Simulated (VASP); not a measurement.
# Ga2P2H7 in VASP: a series of runs

The runs below take Ga2P2H7 through single point, with PBE.

Program: VASP 6.6.1. These are calculated values, not measurements. Logs are shortened: lines on timing, memory, paths and dates and some standing lists are left out, and cuts for length are marked.

### Step 1. The cell of the first run

The cell holds a wire or tube with vacuum around it, 22 atoms: a = 14.100 Å, b = 15.800 Å, c = 9.445 Å, α = 90.00°, β = 90.00°, γ = 90.00°.

### Step 2. Single point, PBE

INCAR

```
ALGO = Normal
EDIFF = 1E-6
ENCUT = 520
GGA = PE
ISIF = 2
ISMEAR = 0
LASPH = T
LCHARG = F
LREAL = Auto
LWAVE = F
NBANDS = 60
NELM = 80
PREC = Accurate
SIGMA = 0.05
```

KPOINTS

```
k-points
0
Gamma
  1 1 4
```

POSCAR

```
Ga2P2H7
1.0
   14.1000000000      0.0000000000      0.0000000000
    0.0000000000     15.8000000000      0.0000000000
    0.0000000000      0.0000000000      9.4448746531
Ga P H
4 4 14
Direct
    0.6059256033      0.5000000000      0.0001422989
    0.4033675327      0.5000000000      0.3289553971
    0.5129381345      0.6331420340      0.6851312587
    0.5129381345      0.3668579660      0.6851312587
    0.4870115088      0.3833773228      0.4297055362
    0.4870115088      0.6166226772      0.4297055362
    0.4413645738      0.5000000000      0.0828578778
    0.5801233918      0.5000000000      0.7499953591
    0.6450084793      0.5868116327      0.0547344516
    0.6450084793      0.4131883673      0.0547344516
    0.4445670139      0.3094717882      0.3718200304
    0.5742216045      0.3789118456      0.3546607435
    0.2959235599      0.5000000000      0.3667264103
    0.4445670139      0.6905282118      0.3718200304
    0.5742216045      0.6210881544      0.3546607435
    0.4098601250      0.6385782025      0.7462428679
    0.5875093521      0.7057963089      0.6985136110
    0.3884554147      0.4321993168      0.0234276400
    0.3884554147      0.5678006832      0.0234276400
    0.4098601250      0.3614217975      0.7462428679
    0.5875093521      0.2942036911      0.6985136110
    0.6744509069      0.5000000000      0.6962236555
```

Potentials or basis: VASP PAW PBE potentials, release 64 (Ga_d, P, H).

The run is started by

```
$ cat potpaw_PBE.64/Ga_d/POTCAR potpaw_PBE.64/P/POTCAR potpaw_PBE.64/H/POTCAR > POTCAR
$ mpirun -np 1 vasp_std > vasp.out
```

OUTCAR:

```text
EDIFF = 1E-6
   ENCUT = 520
   GGA = PE
   ISIF = 2
   ISMEAR = 0
   LASPH = T
   LREAL = Auto
   NELM = 80
   PREC = Accurate

 ion  position               nearest neighbor table
   1  0.606  0.500  0.000-   9 1.57  10 1.57   8 2.39   7 2.45
   2  0.403  0.500  0.329-  13 1.56   7 2.39   5 2.39   6 2.39
   3  0.513  0.633  0.685-  17 1.56  16 1.57   8 2.39   6 2.45
   4  0.513  0.367  0.685-  21 1.56  20 1.57   8 2.39   5 2.45
   5  0.487  0.383  0.430-  12 1.42  11 1.42   2 2.39   4 2.45
   6  0.487  0.617  0.430-  15 1.42  14 1.42   2 2.39   3 2.45
   7  0.441  0.500  0.083-  18 1.42  19 1.42   2 2.39   1 2.45
   8  0.580  0.500  0.750-  22 1.42   4 2.39   3 2.39   1 2.39
   9  0.645  0.587  0.055-   1 1.57
  10  0.645  0.413  0.055-   1 1.57
  11  0.445  0.309  0.372-   5 1.42
  12  0.574  0.379  0.355-   5 1.42
  13  0.296  0.500  0.367-   2 1.56
  14  0.445  0.691  0.372-   6 1.42
  15  0.574  0.621  0.355-   6 1.42
  16  0.410  0.639  0.746-   3 1.57
  17  0.588  0.706  0.699-   3 1.56
  18  0.388  0.432  0.023-   7 1.42
  19  0.388  0.568  0.023-   7 1.42
  20  0.410  0.361  0.746-   4 1.57
  21  0.588  0.294  0.699-   4 1.56
  22  0.674  0.500  0.696-   8 1.42

  LATTYP: Found a simple orthorhombic cell.
 ALAT       =     9.4448746531
 B/A-ratio  =     1.4928731739
 C/A-ratio  =     1.6728649750

  Lattice vectors:

 A1 = (   0.0000000000,   0.0000000000,   9.4448746531)
 A2 = (  14.1000000000,   0.0000000000,   0.0000000000)
 A3 = (   0.0000000000,  15.8000000000,   0.0000000000)

Analysis of symmetry for initial positions (statically):
=====================================================================
 Subroutine PRICEL returns:
 Original cell was already a primitive cell.

 Routine SETGRP: Setting up the symmetry group for a
 simple orthorhombic supercell.

 Subroutine GETGRP returns: Found  2 space group operations
 (whereof  2 operations were pure point group operations)
 out of a pool of  8 trial point group operations.

The static configuration has the point symmetry C_1h.

Analysis of symmetry for dynamics (positions and initial velocities):
=====================================================================
 Subroutine PRICEL returns:
 Original cell was already a primitive cell.

 Routine SETGRP: Setting up the symmetry group for a
 simple orthorhombic supercell.

 Subroutine GETGRP returns: Found  2 space group operations
 (whereof  2 operations were pure point group operations)
 out of a pool of  8 trial point group operations.

The dynamic configuration has the point symmetry C_1h.

 Subroutine INISYM returns: Found  2 space group operations
 (whereof  2 operations are pure point group operations),
 and found     1 'primitive' translations

----------------------------------------------------------------------------------------

                                     Primitive cell

  volume of cell :    2104.1292

  direct lattice vectors                    reciprocal lattice vectors
    14.100000000  0.000000000  0.000000000     0.070921986  0.000000000  0.000000000
     0.000000000 15.800000000  0.000000000     0.000000000  0.063291139  0.000000000
     0.000000000  0.000000000  9.444874653     0.000000000  0.000000000  0.105877530

  length of vectors
    14.100000000 15.800000000  9.444874653     0.070921986  0.063291139  0.105877530

  position of ions in fractional coordinates (direct lattice)
     0.605925603  0.500000000  0.000142299
     0.403367533  0.500000000  0.328955397
     0.512938134  0.633142034  0.685131259
     0.512938134  0.366857966  0.685131259
     0.487011509  0.383377323  0.429705536
     0.487011509  0.616622677  0.429705536
[... 14 lines left out ...]
     0.587509352  0.294203691  0.698513611
     0.674450907  0.500000000  0.696223655

  ion indices of the primitive-cell ions
   primitive index   ion index
                 1           1
                 2           2
                 3           3
                 4           4
                 5           5
                 6           6
[... 14 lines left out ...]
                21          21
                22          22

----------------------------------------------------------------------------------------

 KPOINTS: k-points

Automatic generation of k-mesh.
 Grid dimensions read from file:
 generate k-points for:    1    1    4

 Generating k-lattice:

  Cartesian coordinates                     Fractional coordinates (reciprocal lattice)
     0.070921986  0.000000000  0.000000000     1.000000000  0.000000000  0.000000000
     0.000000000  0.063291139  0.000000000     0.000000000  1.000000000  0.000000000
     0.000000000  0.000000000  0.026469383     0.000000000  0.000000000  0.250000000

  Length of vectors
     0.070921986  0.063291139  0.026469383

  Shift w.r.t. Gamma in fractional coordinates (k-lattice)
     0.000000000  0.000000000  0.000000000

 Subroutine IBZKPT returns following result:
 ===========================================

 Found      3 irreducible k-points:

 Following reciprocal coordinates:
            Coordinates               Weight
  0.000000  0.000000  0.000000      1.000000
  0.000000  0.000000  0.250000      2.000000
  0.000000  0.000000  0.500000      1.000000
   k-points           NKPTS =      3   k-points in BZ     NKDIM =      3   number of bands    NBANDS=     60
   number of dos      NEDOS =    301   number of ions     NIONS =     22
   total plane-waves  NPLWV = 907200
   dimension x,y,z NGX =   108 NGY =  120 NGZ =   70
   dimension x,y,z NGXF=   216 NGYF=  240 NGZF=  140
   ions per type =               4   4  14
   NGX,Y,Z   is equivalent  to a cutoff of  12.73, 12.63, 12.32 a.u.
   NGXF,Y,Z  is equivalent  to a cutoff of  25.47, 25.25, 24.64 a.u.
 SYSTEM =  unknown system
   PREC   = accura    normal or accurate (medium, high low for compatibility)
   ISTART =      0    job   : 0-new  1-cont  2-samecut
   ICHARG =      2    charge: 1-file 2-atom 10-const
   ISPIN  =      1    spin polarized calculation?
   LNONCOLLINEAR =      F non collinear calculations
   LSORBIT =      F    spin-orbit coupling
   LASPH  =      T    aspherical Exc in radial PAW
   ENCUT  =  520.0 eV  38.22 Ry    6.18 a.u.  26.22 29.38 17.56*2*pi/ulx,y,z
   NELM   =     80;   NELMIN=  2; NELMDL= -5     # of ELM steps
   EDIFF  = 0.1E-05   stopping-criterion for ELM
   LREAL  =      T    real-space projection
   EDIFFG = 0.1E-04   stopping-criterion for IOM
   NSW    =      0    number of steps for IOM
[... 5 lines left out ...]
   TEBEG  =    0.0;   TEEND  =   0.0 temperature during run
   PSTRESS=    0.0 pullay stress
   NELECT =      86.0000    total number of electrons
   NUPDOWN=      -1.0000    fix difference up-down
   EMIN   =  10.00;   EMAX   =-10.00  energy-range for DOS
   EFERMI =   0.00;   METHOD = LEGACY
   ISMEAR =     0;   SIGMA  =   0.05  broadening in eV -4-tet -1-fermi 0-gaus
   EFERMI_NEDOS =   21; number of points for ismear=-14 and -15
   IALGO  =     38    algorithm
   IMIX   =      4    mixing-type and parameters
     AMIX     =   0.40;   BMIX     =  1.00
     AMIX_MAG =   1.60;   BMIX_MAG =  1.00
  volume/ion in A,a.u.               =      95.64       645.43
  Fermi-wavevector in a.u.,A,eV,Ry     =   0.563919  1.065653  4.326718  0.318005
  Thomas-Fermi vector in A             =   1.601262
   LORBIT       =      0    0 simple, 1 ext, 2 COOP (PROOUT), +10 PAW based schemes
   GGA     = PE    functional components
   LHFCALC =     F    Hartree Fock is set to
   AEXX    =    0.0000 exact exchange contribution
   IVDW    =     0    specifies the selected vdW correction
   LEPSILON=     F    determine dielectric tensor
   LRPA    =     F    only Hartree local field effects (RPA)
 non-spin polarized calculation
 Gauss-broadening in eV      SIGMA  =   0.05
  energy-cutoff  :      520.00
  volume of cell :     2104.13
 maximum number of plane-waves:     56689
 NGX is ok and might be reduce to   108
   NGX = 53   NGY = 59   NGZ = 35

 number of electron      85.9999992 magnetization

 Free energy of the ion-electron system (eV)
  ---------------------------------------------------
  ext. energy  EPLUGINS =         0.00000000
  ---------------------------------------------------
  free energy    TOTEN  =       -80.81695090 eV

  energy without entropy =      -80.81695090  energy(sigma->0) =      -80.81695090

 E-fermi :  -5.2417     XC(G=0):  -1.7423

 val. band max:       -5.4969946187   @ k =   0.0000   0.0000   0.0000
 cond. band min:      -1.0575789831   @ k =   0.0000   0.0000   0.5000
 fundamental gap:      4.4394156356
 Fermi energy:        -5.2416526839

 k-point     1 :       0.0000    0.0000    0.0000
  band No.  band energies     occupation
      1     -18.6735      2.00000
      2     -18.6617      2.00000
      3     -18.6196      2.00000
      4     -18.5379      2.00000
      5     -18.5318      2.00000
      6     -18.0284      2.00000
[... 47 lines left out ...]
     54       0.4453      0.00000
     55       0.5596      0.00000

 k-point     2 :       0.0000    0.0000    0.2500
  band No.  band energies     occupation
      1     -18.6735      2.00000
      2     -18.6618      2.00000
      3     -18.6196      2.00000
      4     -18.5379      2.00000
      5     -18.5318      2.00000
      6     -18.0273      2.00000
[... 47 lines left out ...]
     54       0.5759      0.00000
     55       0.6276      0.00000

 k-point     3 :       0.0000    0.0000    0.5000
  band No.  band energies     occupation
      1     -18.6735      2.00000
      2     -18.6618      2.00000
      3     -18.6196      2.00000
      4     -18.5379      2.00000
      5     -18.5318      2.00000
      6     -18.0259      2.00000
[... 47 lines left out ...]
     54       0.4701      0.00000
     55       0.5301      0.00000
 [bands above 55 left out]

------------------------ aborting loop because EDIFF is reached ----------------------------------------

  FORCE on cell =-STRESS in cart. coord.  units (eV):
  Direction    XX          YY          ZZ          XY          YZ          ZX
  --------------------------------------------------------------------------------------
  -------------------------------------------------------------------------------------
  Total       -0.5246001     -0.4059723     -0.2864250      0.0000000      0.0000000      0.0620895
  in kB       -0.3994538     -0.3091253     -0.2180967      0.0000000      0.0000000      0.0472777
  external PRESSURE =      -0.3088919 kB  Pullay stress =       0.0000000 kB

 VOLUME and BASIS-vectors are now :
 -----------------------------------------------------------------------------
  energy-cutoff  :      520.00
  volume of cell :     2104.13
      direct lattice vectors                 reciprocal lattice vectors
    14.100000000  0.000000000  0.000000000     0.070921986  0.000000000  0.000000000
     0.000000000 15.800000000  0.000000000     0.000000000  0.063291139  0.000000000
     0.000000000  0.000000000  9.444874653     0.000000000  0.000000000  0.105877530

 POSITION                                       TOTAL-FORCE (eV/Angst)
 -----------------------------------------------------------------------------------
      8.54355      7.90000      0.00134         0.027984      0.000000      0.015917
      5.68748      7.90000      3.10694        -0.024489      0.000000      0.006824
      7.23243     10.00364      6.47098        -0.004432      0.032057      0.027891
      7.23243      5.79636      6.47098        -0.004432     -0.032057      0.027891
      6.86686      6.05736      4.05851         0.017133     -0.024511     -0.041638
      6.86686      9.74264      4.05851         0.017133      0.024511     -0.041638
[... 14 lines left out ...]
      8.28388      4.64842      6.59737        -0.022798      0.026331     -0.005141
      9.50976      7.90000      6.57575        -0.034371      0.000000      0.015061
 -----------------------------------------------------------------------------------
    total drift:                               -0.002856      0.000000      0.010797

  FREE ENERGIE OF THE ION-ELECTRON SYSTEM (eV)
  ---------------------------------------------------
  free  energy   TOTEN  =       -80.8169508959 eV

  energy  without entropy=      -80.8169508959  energy(sigma->0) =      -80.81695090
```

It took 15 min on 1 thread of Intel Xeon Platinum 8488C (Sapphire Rapids), shared host; peak memory 1.6 GiB.

What came out:

| Item | Value |
| --- | --- |
| Free energy | -80.8170 eV |
| Largest force | 0.051 eV/Å |
| Band gap on the k mesh | 4.44 eV (least direct gap 4.48 eV) |

Forces on the atoms (eV/Å):
```
Ga   0.028  0.000  0.016
Ga  -0.024  0.000  0.007
Ga  -0.004  0.032  0.028
Ga  -0.004 -0.032  0.028
P    0.017 -0.025 -0.042
P    0.017  0.025 -0.042
P   -0.040  0.000 -0.025
P    0.026  0.000 -0.020
H   -0.012 -0.017 -0.007
H   -0.012  0.017 -0.007
H    0.010  0.027  0.013
H   -0.029  0.002  0.019
H    0.025  0.000 -0.007
H    0.010 -0.027  0.013
H   -0.029 -0.002  0.019
H    0.032 -0.004 -0.016
H   -0.023 -0.026 -0.005
H    0.019  0.023  0.016
H    0.019 -0.023  0.016
H    0.032  0.004 -0.016
H   -0.023  0.026 -0.005
H   -0.034  0.000  0.015
```

(Part 1 of 2 ends here.)
